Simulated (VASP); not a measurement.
# K2MnSe2O6 (P1) in VASP: single point with LDA

Aim: the single point of K2MnSe2O6 with LDA.

All numbers are computed with VASP 6.6.1; they aren't measurements. Logs are shortened: lines on timing, memory, paths and dates and some standing lists are left out, and cuts for length are marked.

## Step 1: The cell of the first run

The typed cell holds 11 atoms: a = 5.779 Å, b = 5.775 Å, c = 7.222 Å, α = 113.59°, β = 113.60°, γ = 60.01°.

## Step 2: Single point, LDA

INCAR reads:

```
SYSTEM = K2MnSe2O6
  PREC = Accurate
  ENCUT = 520
  EDIFF = 1E-6
  ISMEAR = 0
  SIGMA = 0.2029
  LREAL = .FALSE.
  LASPH = .TRUE.
  NELM = 80
  ALGO = Normal
  ISIF = 2
  LWAVE = .FALSE.
  LCHARG = .TRUE.
  LELF = .TRUE.
  LVHAR = .TRUE.
  NBANDS = 50
```

KPOINTS reads:

```
Automatic mesh
0
Gamma
  4 4 3
  0 0.5 0.5
```

POSCAR reads:

```
K2MnSe2O6
1.0
    2.8908830000      5.0038680000     -0.0012040000
   -2.8874020000      5.0018580000     -0.0012350000
   -0.0011250000     -3.3368020000      6.4052080000
K Mn Se O
2 1 2 6
Direct
    0.1758550000      0.1889630000      0.5729390000
    0.8177640000      0.7920330000      0.3903940000
    0.0130540000      0.0158360000      0.0411390000
    0.6133270000      0.6110810000      0.8908000000
    0.3733900000      0.3619170000      0.0950330000
    0.7460630000      0.2245840000      0.7418340000
    0.7323590000      0.7891730000      0.7640930000
    0.2106230000      0.7593950000      0.7356410000
    0.2381370000      0.7161980000      0.2207160000
    0.6842870000      0.2580070000      0.1941920000
    0.2264480000      0.2579320000      0.2008310000
```

Potentials or basis: VASP PAW LDA potentials, release 64 (K_sv, Mn_pv, Se, O).

Command:

```
$ cat potpaw_LDA.64/K_sv/POTCAR potpaw_LDA.64/Mn_pv/POTCAR potpaw_LDA.64/Se/POTCAR potpaw_LDA.64/O/POTCAR > POTCAR
$ mpirun -np 1 vasp_std > vasp.out
```

OUTCAR:

```text
SYSTEM = K2MnSe2O6
   PREC = Accurate
   ENCUT = 520
   EDIFF = 1E-6
   ISMEAR = 0
   LREAL = .FALSE.
   LASPH = .TRUE.
   NELM = 80
   ISIF = 2

 ion  position               nearest neighbor table
   1  0.176  0.189  0.573-   9 2.87   2 3.38   3 3.41   2 3.53   2 3.71
   2  0.818  0.792  0.390-   8 2.61   6 2.75   4 3.21   1 3.38   1 3.53   1 3.71
   3  0.013  0.016  0.041-  11 2.02   9 2.14  10 2.14   7 2.40   6 2.46   8 2.46   1 3.41
   4  0.613  0.611  0.891-   6 1.94   8 2.02   7 2.08   2 3.21
   5  0.373  0.362  0.095-  10 1.53  11 1.75   9 1.76
   6  0.746  0.225  0.742-   4 1.94   3 2.46   2 2.75
   7  0.732  0.789  0.764-   4 2.08   3 2.40
   8  0.211  0.759  0.736-   4 2.02   3 2.46   2 2.61
   9  0.238  0.716  0.221-   5 1.76   3 2.14   1 2.87
  10  0.684  0.258  0.194-   5 1.53   3 2.14
  11  0.226  0.258  0.201-   5 1.75   3 2.02

  LATTYP: Found a triclinic cell.
 ALAT       =     5.7782853497
 B/A-ratio  =     0.9995071008
 C/A-ratio  =     1.2496575469
 COS(alpha) =     0.0003207043
 COS(beta)  =     0.4002798717
 COS(gamma) =     0.4996438878

  Lattice vectors:

 A1 = (  -5.7782850000,  -0.0020100000,  -0.0000310000)
 A2 = (  -2.8874020000,   5.0018580000,  -0.0012350000)
 A3 = (  -2.8897580000,  -1.6670660000,  -6.4040040000)

Analysis of symmetry for initial positions (statically):
=====================================================================
 Subroutine PRICEL returns:
 Original cell was already a primitive cell.

 Routine SETGRP: Setting up the symmetry group for a
 triclinic supercell.

 Subroutine GETGRP returns: Found  1 space group operations
 (whereof  1 operations were pure point group operations)
 out of a pool of  2 trial point group operations.

The static configuration has the point symmetry C_1 .

Analysis of symmetry for dynamics (positions and initial velocities):
=====================================================================
 Subroutine PRICEL returns:
 Original cell was already a primitive cell.

 Routine SETGRP: Setting up the symmetry group for a
 triclinic supercell.

 Subroutine GETGRP returns: Found  1 space group operations
 (whereof  1 operations were pure point group operations)
 out of a pool of  2 trial point group operations.

The dynamic configuration has the point symmetry C_1 .

 Subroutine INISYM returns: Found  1 space group operations
 (whereof  1 operations are pure point group operations),
 and found     1 'primitive' translations

----------------------------------------------------------------------------------------

                                     Primitive cell

  volume of cell :     185.1380

  direct lattice vectors                    reciprocal lattice vectors
     2.890883000  5.003868000 -0.001204000     0.173026702  0.099895269  0.052070969
    -2.887402000  5.001858000 -0.001235000    -0.173096800  0.100015687  0.052072908
    -0.001125000 -3.336802000  6.405208000    -0.000000851  0.000038062  0.156142783

  length of vectors
     5.778918664  5.775437238  7.222252999     0.206467165  0.206584674  0.156142788

  position of ions in fractional coordinates (direct lattice)
     0.175855000  0.188963000  0.572939000
     0.817764000  0.792033000  0.390394000
     0.013054000  0.015836000  0.041139000
     0.613327000  0.611081000  0.890800000
     0.373390000  0.361917000  0.095033000
     0.746063000  0.224584000  0.741834000
     0.732359000  0.789173000  0.764093000
     0.210623000  0.759395000  0.735641000
     0.238137000  0.716198000  0.220716000
     0.684287000  0.258007000  0.194192000
     0.226448000  0.257932000  0.200831000

  ion indices of the primitive-cell ions
   primitive index   ion index
                 1           1
                 2           2
                 3           3
                 4           4
                 5           5
                 6           6
                 7           7
                 8           8
                 9           9
                10          10
                11          11

----------------------------------------------------------------------------------------

 KPOINTS: Automatic mesh

Automatic generation of k-mesh.
 Grid dimensions read from file:
 generate k-points for:    4    4    3

 Generating k-lattice:

  Cartesian coordinates                     Fractional coordinates (reciprocal lattice)
     0.043256675  0.024973817  0.013017742     0.250000000  0.000000000 -0.000000000
    -0.043274200  0.025003922  0.013018227    -0.000000000  0.250000000  0.000000000
    -0.000000284  0.000012687  0.052047594     0.000000000  0.000000000  0.333333333

  Length of vectors
     0.051616791  0.051646169  0.052047596

  Shift w.r.t. Gamma in fractional coordinates (k-lattice)
     0.000000000  0.500000000  0.500000000

 Subroutine IBZKPT returns following result:
 ===========================================

 Found     24 irreducible k-points:

 Following reciprocal coordinates:
            Coordinates               Weight
 -0.000000  0.125000  0.166667      2.000000
  0.250000  0.125000  0.166667      2.000000
  0.500000  0.125000  0.166667      2.000000
 -0.250000  0.125000  0.166667      2.000000
 -0.000000  0.375000  0.166667      2.000000
  0.250000  0.375000  0.166667      2.000000
[... 16 lines left out ...]
  0.500000  0.375000  0.500000      2.000000
 -0.250000  0.375000  0.500000      2.000000
   k-points           NKPTS =     24   k-points in BZ     NKDIM =     24   number of bands    NBANDS=     50
   number of dos      NEDOS =    301   number of ions     NIONS =     11
   total plane-waves  NPLWV = 124416
   dimension x,y,z NGX =    48 NGY =   48 NGZ =   54
   dimension x,y,z NGXF=    96 NGYF=   96 NGZF=  108
   ions per type =               2   1   2   6
   NGX,Y,Z   is equivalent  to a cutoff of  13.81, 13.82, 12.43 a.u.
   NGXF,Y,Z  is equivalent  to a cutoff of  27.62, 27.63, 24.86 a.u.
 SYSTEM =  K2MnSe2O6
   PREC   = accura    normal or accurate (medium, high low for compatibility)
   ISTART =      0    job   : 0-new  1-cont  2-samecut
   ICHARG =      2    charge: 1-file 2-atom 10-const
   ISPIN  =      1    spin polarized calculation?
   LNONCOLLINEAR =      F non collinear calculations
   LSORBIT =      F    spin-orbit coupling
   LASPH  =      T    aspherical Exc in radial PAW
   ENCUT  =  520.0 eV  38.22 Ry    6.18 a.u.  10.74 10.74 13.43*2*pi/ulx,y,z
   NELM   =     80;   NELMIN=  2; NELMDL= -5     # of ELM steps
   EDIFF  = 0.1E-05   stopping-criterion for ELM
   LREAL  =      F    real-space projection
   EDIFFG = 0.1E-04   stopping-criterion for IOM
   NSW    =      0    number of steps for IOM
   IBRION =     -1    ionic relax: 0-MD 1-quasi-New 2-CG
   NFREE  =      0    steps in history (QN), initial steepest desc. (CG)
   ISIF   =      2    stress and relaxation
   ISYM   =      2    0-nonsym 1-usesym 2-fastsym
   POTIM  = 0.5000    time-step for ionic-motion
   TEBEG  =    0.0;   TEEND  =   0.0 temperature during run
   PSTRESS=    0.0 pullay stress
   NELECT =      79.0000    total number of electrons
   NUPDOWN=      -1.0000    fix difference up-down
   EMIN   =  10.00;   EMAX   =-10.00  energy-range for DOS
   EFERMI =   0.00;   METHOD = LEGACY
   ISMEAR =     0;   SIGMA  =   0.20  broadening in eV -4-tet -1-fermi 0-gaus
   EFERMI_NEDOS =   21; number of points for ismear=-14 and -15
   IALGO  =     38    algorithm
   IMIX   =      4    mixing-type and parameters
     AMIX     =   0.40;   BMIX     =  1.00
     AMIX_MAG =   1.60;   BMIX_MAG =  1.00
  volume/ion in A,a.u.               =      16.83       113.58
  Fermi-wavevector in a.u.,A,eV,Ry     =   1.232495  2.329079 20.667863  1.519045
  Thomas-Fermi vector in A             =   2.367263
   LORBIT       =      0    0 simple, 1 ext, 2 COOP (PROOUT), +10 PAW based schemes
   GGA     = CA    functional components
   LHFCALC =     F    Hartree Fock is set to
   AEXX    =    0.0000 exact exchange contribution
   IVDW    =     0    specifies the selected vdW correction
   LEPSILON=     F    determine dielectric tensor
   LRPA    =     F    only Hartree local field effects (RPA)
 non-spin polarized calculation
 Gauss-broadening in eV      SIGMA  =   0.20
  energy-cutoff  :      520.00
  volume of cell :      185.14
 maximum number of plane-waves:      4999
 NGX is ok and might be reduce to    48
   NGX = 21   NGY = 21   NGZ = 27

 number of electron      78.9999995 magnetization

 Free energy of the ion-electron system (eV)
  ---------------------------------------------------
  ext. energy  EPLUGINS =         0.00000000
  ---------------------------------------------------
  free energy    TOTEN  =       -62.45746459 eV

  energy without entropy =      -62.23754184  energy(sigma->0) =      -62.34750321

 E-fermi :   2.5377     XC(G=0):  -9.7454

 val. band max:        2.5208733070   @ k =  -0.2500   0.3750   0.1667
 cond. band min:       2.6871919007   @ k =   0.5000   0.1250   0.5000
 fundamental gap:      0.1663185936
 Fermi energy:         2.5376577297

 k-point     1 :      -0.0000    0.1250    0.1667
  band No.  band energies     occupation
      1     -45.2226      2.00000
      2     -45.1225      2.00000
      3     -45.0114      2.00000
      4     -27.3265      2.00000
      5     -27.1571      2.00000
      6     -21.0027      2.00000
[... 42 lines left out ...]
     49       6.7386      0.00000
     50       8.3871      0.00000

 k-point     2 :       0.2500    0.1250    0.1667
  band No.  band energies     occupation
      1     -45.2226      2.00000
      2     -45.1225      2.00000
      3     -45.0114      2.00000
      4     -27.3246      2.00000
      5     -27.1587      2.00000
      6     -20.9961      2.00000
[... 1158 lines left out ...]
 k-point    24 :      -0.2500    0.3750    0.5000
  band No.  band energies     occupation
      1     -45.2226      2.00000
      2     -45.1225      2.00000
      3     -45.0114      2.00000
      4     -27.3183      2.00000
      5     -27.1647      2.00000
      6     -20.9849      2.00000
[... 42 lines left out ...]
     49       7.7955      0.00000
     50       8.1083      0.00000

------------------------ aborting loop because EDIFF is reached ----------------------------------------

  FORCE on cell =-STRESS in cart. coord.  units (eV):
  Direction    XX          YY          ZZ          XY          YZ          ZX
  --------------------------------------------------------------------------------------
  -------------------------------------------------------------------------------------
  Total      -11.0014769    -13.7371144    -14.2813390      4.7493194      1.9625895      3.5695793
  in kB      -95.2063628   -118.8804656   -123.5901648     41.1004298     16.9841752     30.8910032
  external PRESSURE =    -112.5589978 kB  Pullay stress =       0.0000000 kB

 VOLUME and BASIS-vectors are now :
 -----------------------------------------------------------------------------
  energy-cutoff  :      520.00
  volume of cell :      185.14
      direct lattice vectors                 reciprocal lattice vectors
     2.890883000  5.003868000 -0.001204000     0.173026702  0.099895269  0.052070969
    -2.887402000  5.001858000 -0.001235000    -0.173096800  0.100015687  0.052072908
    -0.001125000 -3.336802000  6.405208000    -0.000000851  0.000038062  0.156142783

 POSITION                                       TOTAL-FORCE (eV/Angst)
 -----------------------------------------------------------------------------------
     -0.03788     -0.08666      3.66935         0.149832      0.073925      0.281439
      0.07670      6.75095      2.49859        -0.024867     -0.122333      0.423305
     -0.00803      0.00726      0.26347         0.395817     -0.343031     -3.380783
      0.00762      3.15312      5.70427        -0.584987      0.602206     -6.165784
      0.03432      3.36155      0.60781        -7.042499     -3.431993     -4.562733
      1.50748      2.38118      4.75043        -2.194831      1.189611      3.140144
     -0.16236      5.06233      4.89232         0.503332     -2.165319      3.037345
     -1.58462      2.39763      4.71074         2.343556      0.891107      3.390561
     -1.37977      4.03744      1.41256        -0.788920      0.650516     -0.311783
      1.23301      4.06662      1.24270         6.927896      3.819076      3.922176
     -0.09034      1.75312      1.28577         0.315670     -1.163765      0.226113
 -----------------------------------------------------------------------------------
    total drift:                                0.000409      0.000275      0.000402

  FREE ENERGIE OF THE ION-ELECTRON SYSTEM (eV)
  ---------------------------------------------------
  free  energy   TOTEN  =       -62.4574645891 eV

  energy  without entropy=      -62.2375418388  energy(sigma->0) =      -62.34750321
```

Run time: 13 min. Hardware: 1 thread of AMD EPYC 7R43 (Zen 3), shared host; peak memory 0.36 GiB.

Results:

- Free energy: -62.4575 eV
- Pressure: -11.3 GPa
- Largest force: 9.066 eV/Å
- Band gap on the k mesh: zero (an odd number of electrons rules out a gap without spin polarisation)

Forces in eV/Å, atoms in the order of the input:
```
K    0.150  0.074  0.281
K   -0.025 -0.122  0.423
Mn   0.396 -0.343 -3.381
Se  -0.585  0.602 -6.166
Se  -7.042 -3.432 -4.563
O   -2.195  1.190  3.140
O    0.503 -2.165  3.037
O    2.344  0.891  3.391
O   -0.789  0.651 -0.312
O    6.928  3.819  3.922
O    0.316 -1.164  0.226
```

Stress tensor (GPa, compression positive):
```
 -9.52   4.11   3.09
  4.11 -11.89   1.70
  3.09   1.70 -12.36
```

Levels at points of the mesh, in eV from the Fermi level:
| k point | band 37 | band 38 | band 39 | band 40 | band 41 | band 42 | band 43 | band 44 |
| --- | --- | --- | --- | --- | --- | --- | --- | --- |
| (0.00, 0.12, 0.17) | -1.69 | -0.40 | -0.25 | -0.13 | 0.44 | 0.59 | 0.75 | 0.84 |

Caveat: the cell stands under tension; an odd number of electrons without spin polarisation forces a metal; a magnetic or distorted state may lie lower; the run has no spin polarisation, though such a crystal can be magnetic; semilocal functionals often make such compounds metallic where correlation or magnetic order opens a gap, which also shifts bond lengths. With open d or f shells a metallic result of LDA can be an artefact of self-interaction; +U or a hybrid may open a gap.
